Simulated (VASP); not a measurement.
# Sn (C2/c) in VASP: notebook

Sn is run at these levels: PBE; tasks: single point.

Program: VASP 6.6.1. These are calculated values, not measurements. Logs are shortened: lines on timing, memory, paths and dates and some standing lists are left out, and cuts for length are marked.

### Step 1. The cell of the first run

The typed cell holds 2 atoms: a = 4.383 Å, b = 4.383 Å, c = 4.381 Å, α = 97.25°, β = 97.25°, γ = 138.32°.

### Step 2. Single point, PBE (26.16 Å³/atom)

INCAR

```
ALGO = Normal
EDIFF = 1E-6
ENCUT = 520
GGA = PE
ISIF = 2
ISMEAR = -1
LASPH = True
LCHARG = True
LELF = True
LREAL = False
LVHAR = True
LWAVE = False
NBANDS = 21
NELM = 100
PREC = Accurate
SIGMA = 0.1
```

KPOINTS

```
k-points
0
Gamma
  18 18 12
```

POSCAR

```
Sn
1.0
   -2.8957199336      2.8973486680      1.5591475811
    2.8973486680     -2.8957199336      1.5591475811
    2.8954636595      2.8954636595     -1.5561620221
Sn
2
Direct
    0.0000231878      0.9999768122      0.0000000000
    0.7499768122      0.2500231878      0.5000000000
```

Potentials or basis: VASP PAW PBE potentials, release 64 (Sn_d).

Command:

```bash
> cat potpaw_PBE.64/Sn_d/POTCAR > POTCAR
> mpirun -np 1 vasp_std > vasp.out
```

OUTCAR:

```text
EDIFF = 1E-6
   ENCUT = 520
   GGA = PE
   ISIF = 2
   ISMEAR = -1
   LASPH = True
   LREAL = False
   NELM = 100
   PREC = Accurate

 ion  position               nearest neighbor table
   1  0.000  1.000  0.000-   2 3.00   2 3.00   2 3.00   2 3.00   2 3.72   2 3.72   2 3.72   2 3.72

   2  0.750  0.250  0.500-   1 3.00   1 3.00   1 3.00   1 3.00   1 3.72   1 3.72   1 3.72   1 3.72

  LATTYP: Found a base centered monoclinic cell.
 ALAT       =     3.1182960129
 B/A-ratio  =     2.6272798189
 C/A-ratio  =     1.4047838613
 COS(beta)  =    -0.3545544096

  Lattice vectors:

 A1 = (  -2.8957199336,   2.8973486680,   1.5591475811)
 A2 = (   2.8973486680,  -2.8957199336,   1.5591475811)
 A3 = (   2.8954636595,   2.8954636595,  -1.5561620221)

Analysis of symmetry for initial positions (statically):
=====================================================================
 Subroutine PRICEL returns:
 Original cell was already a primitive cell.

 Routine SETGRP: Setting up the symmetry group for a
 base centered monoclinic supercell.

 Subroutine GETGRP returns: Found  4 space group operations
 (whereof  2 operations were pure point group operations)
 out of a pool of  4 trial point group operations.

The static configuration has the point symmetry C_2 .
 The point group associated with its full space group is C_2h.

Analysis of symmetry for dynamics (positions and initial velocities):
=====================================================================
 Subroutine PRICEL returns:
 Original cell was already a primitive cell.

 Routine SETGRP: Setting up the symmetry group for a
 base centered monoclinic supercell.

 Subroutine GETGRP returns: Found  4 space group operations
 (whereof  2 operations were pure point group operations)
 out of a pool of  4 trial point group operations.

The dynamic configuration has the point symmetry C_2 .
 The point group associated with its full space group is C_2h.

 Subroutine INISYM returns: Found  4 space group operations
 (whereof  2 operations are pure point group operations),
 and found     1 'primitive' translations

----------------------------------------------------------------------------------------

                                     Primitive cell

  volume of cell :      52.3198

  direct lattice vectors                    reciprocal lattice vectors
    -2.895719934  2.897348668  1.559147581    -0.000157603  0.172462483  0.320598054
     2.897348668 -2.895719934  1.559147581     0.172462483 -0.000157603  0.320598054
     2.895463659  2.895463659 -1.556162022     0.172635453  0.172635453 -0.000180340

  length of vectors
     4.383008603  4.383008603  4.380531914     0.364041818  0.364041818  0.244143466

  position of ions in fractional coordinates (direct lattice)
     0.000023188  0.999976812  1.000000000
     0.749976812  0.250023188  0.500000000

  ion indices of the primitive-cell ions
   primitive index   ion index
                 1           1
                 2           2

----------------------------------------------------------------------------------------

 KPOINTS: k-points

Automatic generation of k-mesh.
 Grid dimensions read from file:
 generate k-points for:   18   18   12

 Generating k-lattice:

  Cartesian coordinates                     Fractional coordinates (reciprocal lattice)
    -0.000008756  0.009581249  0.017811003     0.055555556 -0.000000000  0.000000000
     0.009581249 -0.000008756  0.017811003    -0.000000000  0.055555556  0.000000000
     0.014386288  0.014386288 -0.000015028     0.000000000  0.000000000  0.083333333

  Length of vectors
     0.020224545  0.020224545  0.020345289

  Shift w.r.t. Gamma in fractional coordinates (k-lattice)
     0.000000000  0.000000000  0.000000000

 Subroutine IBZKPT returns following result:
 ===========================================

 Found   1037 irreducible k-points:

 Following reciprocal coordinates:
            Coordinates               Weight
  0.000000  0.000000  0.000000      1.000000
  0.055556  0.000000 -0.000000      4.000000
  0.111111  0.000000 -0.000000      4.000000
  0.166667  0.000000  0.000000      4.000000
  0.222222  0.000000  0.000000      4.000000
  0.277778  0.000000 -0.000000      4.000000
[... 16 lines left out ...]
 -0.277778  0.055556  0.000000      4.000000
 -0.222222  0.055556 -0.000000      4.000000
 [... further k-points ...]
   k-points           NKPTS =   1037   k-points in BZ     NKDIM =   1037   number of bands    NBANDS=     21
   number of dos      NEDOS =    301   number of ions     NIONS =      2
   total plane-waves  NPLWV =  46656
   dimension x,y,z NGX =    36 NGY =   36 NGZ =   36
   dimension x,y,z NGXF=    72 NGYF=   72 NGZF=   72
   ions per type =               2
   NGX,Y,Z   is equivalent  to a cutoff of  13.65, 13.65, 13.66 a.u.
   NGXF,Y,Z  is equivalent  to a cutoff of  27.31, 27.31, 27.32 a.u.
 SYSTEM =  unknown system
   PREC   = accura    normal or accurate (medium, high low for compatibility)
   ISTART =      0    job   : 0-new  1-cont  2-samecut
   ICHARG =      2    charge: 1-file 2-atom 10-const
   ISPIN  =      1    spin polarized calculation?
   LNONCOLLINEAR =      F non collinear calculations
   LSORBIT =      F    spin-orbit coupling
   LASPH  =      T    aspherical Exc in radial PAW
   ENCUT  =  520.0 eV  38.22 Ry    6.18 a.u.   8.15  8.15  8.14*2*pi/ulx,y,z
   NELM   =    100;   NELMIN=  2; NELMDL= -5     # of ELM steps
   EDIFF  = 0.1E-05   stopping-criterion for ELM
   LREAL  =      F    real-space projection
   EDIFFG = 0.1E-04   stopping-criterion for IOM
   NSW    =      0    number of steps for IOM
   IBRION =     -1    ionic relax: 0-MD 1-quasi-New 2-CG
   NFREE  =      0    steps in history (QN), initial steepest desc. (CG)
   ISIF   =      2    stress and relaxation
   ISYM   =      2    0-nonsym 1-usesym 2-fastsym
   POTIM  = 0.5000    time-step for ionic-motion
   TEBEG  =    0.0;   TEEND  =   0.0 temperature during run
   PSTRESS=    0.0 pullay stress
   NELECT =      28.0000    total number of electrons
   NUPDOWN=      -1.0000    fix difference up-down
   EMIN   =  10.00;   EMAX   =-10.00  energy-range for DOS
   EFERMI =   0.00;   METHOD = LEGACY
   ISMEAR =    -1;   SIGMA  =   0.10  broadening in eV -4-tet -1-fermi 0-gaus
   EFERMI_NEDOS =   21; number of points for ismear=-14 and -15
   IALGO  =     38    algorithm
   IMIX   =      4    mixing-type and parameters
     AMIX     =   0.40;   BMIX     =  1.00
     AMIX_MAG =   1.60;   BMIX_MAG =  1.00
  volume/ion in A,a.u.               =      26.16       176.54
  Fermi-wavevector in a.u.,A,eV,Ry     =   1.329145  2.511719 24.036395  1.766625
  Thomas-Fermi vector in A             =   2.458329
   LORBIT       =      0    0 simple, 1 ext, 2 COOP (PROOUT), +10 PAW based schemes
   GGA     = PE    functional components
   LHFCALC =     F    Hartree Fock is set to
   AEXX    =    0.0000 exact exchange contribution
   IVDW    =     0    specifies the selected vdW correction
   LEPSILON=     F    determine dielectric tensor
   LRPA    =     F    only Hartree local field effects (RPA)
 non-spin polarized calculation
  energy-cutoff  :      520.00
  volume of cell :       52.32
 maximum number of plane-waves:      1426
 NGX is ok and might be reduce to    36
   NGX = 17   NGY = 17   NGZ = 17

 number of electron      28.0000009 magnetization

 Free energy of the ion-electron system (eV)
  ---------------------------------------------------
  ext. energy  EPLUGINS =         0.00000000
  ---------------------------------------------------
  free energy    TOTEN  =        -7.56329022 eV

  energy without entropy =       -7.53228845  energy(sigma->0) =       -7.54778933

 E-fermi :   8.4319     XC(G=0): -10.4793

 val. band max:        8.4297392888   @ k =  -0.0556   0.3889   0.2500
 cond. band min:       8.4324582342   @ k =  -0.1667  -0.1667   0.0833
 fundamental gap:      0.0027189454
 Fermi energy:         8.4319384417

 k-point     1 :       0.0000    0.0000    0.0000
  band No.  band energies     occupation
      1     -13.2735      2.00000
      2     -13.1938      2.00000
      3     -13.1379      2.00000
      4     -13.1358      2.00000
      5     -12.9519      2.00000
      6     -12.9517      2.00000
[... 13 lines left out ...]
     20      18.3490      0.00000
     21      19.0780      0.00000

 k-point     2 :       0.0556    0.0000   -0.0000
  band No.  band energies     occupation
      1     -13.2714      2.00000
      2     -13.1862      2.00000
      3     -13.1353      2.00000
      4     -13.1267      2.00000
      5     -12.9579      2.00000
      6     -12.9574      2.00000
[... 13 lines left out ...]
     20      18.3408      0.00000
     21      18.6996      0.00000

 k-point     3 :       0.1111    0.0000   -0.0000
  band No.  band energies     occupation
      1     -13.2649      2.00000
      2     -13.1646      2.00000
      3     -13.1280      2.00000
      4     -13.1019      2.00000
      5     -12.9720      2.00000
      6     -12.9678      2.00000
[... 13 lines left out ...]
     20      17.5572      0.00000
     21      17.5775      0.00000

 k-point     4 :       0.1667    0.0000    0.0000
  band No.  band energies     occupation
      1     -13.2543      2.00000
      2     -13.1335      2.00000
      3     -13.1166      2.00000
      4     -13.0690      2.00000
      5     -12.9906      2.00000
      6     -12.9748      2.00000
[... 13 lines left out ...]
     20      16.7134      0.00000
     21      16.9566      0.00000

 k-point     5 :       0.2222    0.0000    0.0000
  band No.  band energies     occupation
      1     -13.2406      2.00000
      2     -13.1030      2.00000
      3     -13.1012      2.00000
      4     -13.0448      2.00000
      5     -13.0107      2.00000
      6     -12.9710      2.00000
[... 13 lines left out ...]
     20      16.0296      0.00000
     21      16.9737      0.00000

 k-point     6 :       0.2778    0.0000   -0.0000
  band No.  band energies     occupation
      1     -13.2262      2.00000
      2     -13.0904      2.00000
      3     -13.0794      2.00000
      4     -13.0450      2.00000
      5     -13.0282      2.00000
      6     -12.9793      2.00000
[... 13 lines left out ...]
     20      15.5075      0.00000
     21      17.3974      0.00000

 k-point     7 :       0.3333    0.0000    0.0000
  band No.  band energies     occupation
      1     -13.2131      2.00000
      2     -13.0856      2.00000
      3     -13.0725      2.00000
      4     -13.0595      2.00000
      5     -13.0355      2.00000
      6     -12.9928      2.00000
[... 13 lines left out ...]
     20      15.1641      0.00000
     21      18.0282      0.00000
[... 291 lines left out ...]
      1     -13.1949      2.00000
      2     -13.1013      2.00000
      3     -13.0901      2.00000
      4     -13.0569      2.00000
      5     -13.0200      2.00000
      6     -13.0069      2.00000
[... 13 lines left out ...]
     20      16.7486      0.00000
     21      18.5806      0.00000

 k-point    21 :      -0.3889    0.0556   -0.0000
  band No.  band energies     occupation
      1     -13.2039      2.00000
      2     -13.0865      2.00000
      3     -13.0781      2.00000
      4     -13.0657      2.00000
      5     -13.0253      2.00000
      6     -12.9960      2.00000
[... 13 lines left out ...]
     20      15.7289      0.00000
     21      17.8811      0.00000

 k-point    22 :      -0.3333    0.0556   -0.0000
  band No.  band energies     occupation
      1     -13.2161      2.00000
      2     -13.0862      2.00000
      3     -13.0809      2.00000
      4     -13.0600      2.00000
      5     -13.0216      2.00000
      6     -12.9831      2.00000
[... 13 lines left out ...]
     20      15.9009      0.00000
     21      17.2661      0.00000

 k-point    23 :      -0.2778    0.0556    0.0000
  band No.  band energies     occupation
      1     -13.2303      2.00000
      2     -13.1056      2.00000
      3     -13.0945      2.00000
      4     -13.0584      2.00000
      5     -13.0072      2.00000
      6     -12.9710      2.00000
[... 13 lines left out ...]
     20      16.3971      0.00000
     21      16.8792      0.00000

 k-point    24 :      -0.2222    0.0556   -0.0000
  band No.  band energies     occupation
      1     -13.2447      2.00000
      2     -13.1362      2.00000
      3     -13.1086      2.00000
      4     -13.0788      2.00000
      5     -12.9888      2.00000
      6     -12.9666      2.00000
[... 13 lines left out ...]
     20      16.8866      0.00000
     21      17.1014      0.00000

 [... further k-points ...]
[... 5 lines left out ...]
  --------------------------------------------------------------------------------------
  -------------------------------------------------------------------------------------
  Total        1.4929074      1.4929074      1.6426460     -0.0053251     -0.0040463     -0.0040464
  in kB       45.7169810     45.7169810     50.3023927     -0.1630681     -0.1239085     -0.1239109
  external PRESSURE =      47.2454516 kB  Pullay stress =       0.0000000 kB

 VOLUME and BASIS-vectors are now :
 -----------------------------------------------------------------------------
  energy-cutoff  :      520.00
  volume of cell :       52.32
      direct lattice vectors                 reciprocal lattice vectors
    -2.895719934  2.897348668  1.559147581    -0.000157603  0.172462483  0.320598054
     2.897348668 -2.895719934  1.559147581     0.172462483 -0.000157603  0.320598054
     2.895463659  2.895463659 -1.556162022     0.172635453  0.172635453 -0.000180340

 POSITION                                       TOTAL-FORCE (eV/Angst)
 -----------------------------------------------------------------------------------
      2.89721     -2.89559      1.55915        -0.000171      0.000171     -0.000000
      0.00041      2.89668      0.78107         0.000171     -0.000171      0.000000
 -----------------------------------------------------------------------------------
    total drift:                                0.000000     -0.000000      0.000000

  FREE ENERGIE OF THE ION-ELECTRON SYSTEM (eV)
  ---------------------------------------------------
  free  energy   TOTEN  =        -7.5632902171 eV

  energy  without entropy=       -7.5322884518  energy(sigma->0) =       -7.54778933
```

It took 26 min on 1 thread of Oxide Virtual Turin-like, shared host; peak memory 0.88 GiB.

Results:

```yaml
Free_energy: -7.5633 eV
Pressure: 4.7 GPa
Band_gap_on_the_k_mesh: zero (bands 14 and 15 overlap by 4.49 eV)
```

Stress tensor (GPa, compression positive):
```
 4.57 -0.02 -0.01
-0.02  4.57 -0.01
-0.01 -0.01  5.03
```

Caveat: the cell stands under pressure; spin-orbit coupling is left out, which moves the levels of the heavy elements.

### Step 3. Single point, PBE

This run uses another cell than the first one, of 28.43 Å³/atom.

INCAR

```
SYSTEM = Sn
  PREC = Accurate
  ENCUT = 520
  EDIFF = 1E-6
  ISMEAR = -1
  SIGMA = 0.1
  LREAL = .FALSE.
  LASPH = .TRUE.
  NELM = 80
  ALGO = Normal
  ISIF = 2
  LWAVE = .FALSE.
  LCHARG = .FALSE.
  GGA = PE
  NBANDS = 21
```

KPOINTS

```
Automatic mesh
0
G
  18 18 12
  0 0 0
```

POSCAR

```
Sn
1.0
   -2.9773321013      2.9790067394      1.6030901642
    2.9790067394     -2.9773321013      1.6030901642
    2.9770686044      2.9770686044     -1.6000204610
Sn
2
Direct
    0.0000231878      0.9999768122      0.0000000000
    0.7499768122      0.2500231878      0.5000000000
```

Potentials or basis: VASP PAW PBE potentials, release 64 (Sn_d).

Command:

```bash
> cat potpaw_PBE.64/Sn_d/POTCAR > POTCAR
> mpirun -np 1 vasp_std > vasp.out
```

Run time: 13 min. Hardware: 1 thread of Oxide Virtual Turin-like, shared host; peak memory 0.94 GiB.

Results (log left out):

* Free energy: -7.6264 eV
* Pressure: 0.0 GPa
* Band gap on the k mesh: zero (bands 14 and 15 overlap by 4.07 eV)

Stress tensor (GPa, compression positive):
```
-0.18 -0.01 -0.01
-0.01 -0.18 -0.01
-0.01 -0.01  0.22
```

Levels at points of the mesh, in eV from the Fermi level:
| k point | band 11 | band 12 | band 13 | band 14 | band 15 | band 16 | band 17 | band 18 |
| --- | --- | --- | --- | --- | --- | --- | --- | --- |
| (0.00, 0.00, 0.00) | -10.78 | -3.87 | -1.89 | -1.88 | 3.02 | 5.91 | 5.91 | 6.72 |
| (0.50, 0.00, 0.00) | -6.75 | -5.21 | -2.34 | -1.62 | -0.99 | 2.32 | 2.75 | 4.45 |
| (0.50, 0.50, 0.00) | -8.66 | -8.66 | 0.56 | 0.56 | 1.42 | 1.42 | 6.00 | 6.03 |
| (0.00, 0.00, 0.50) | -8.66 | -8.66 | 0.56 | 0.56 | 1.41 | 1.41 | 6.01 | 6.01 |
| (0.50, 0.00, 0.50) | -6.74 | -5.20 | -2.35 | -1.63 | -1.00 | 2.32 | 2.73 | 4.45 |
| (0.50, 0.50, 0.50) | -7.47 | -7.47 | -4.54 | -4.54 | 5.11 | 5.11 | 8.80 | 8.80 |

Caveat: spin-orbit coupling is left out, which moves the levels of the heavy elements.
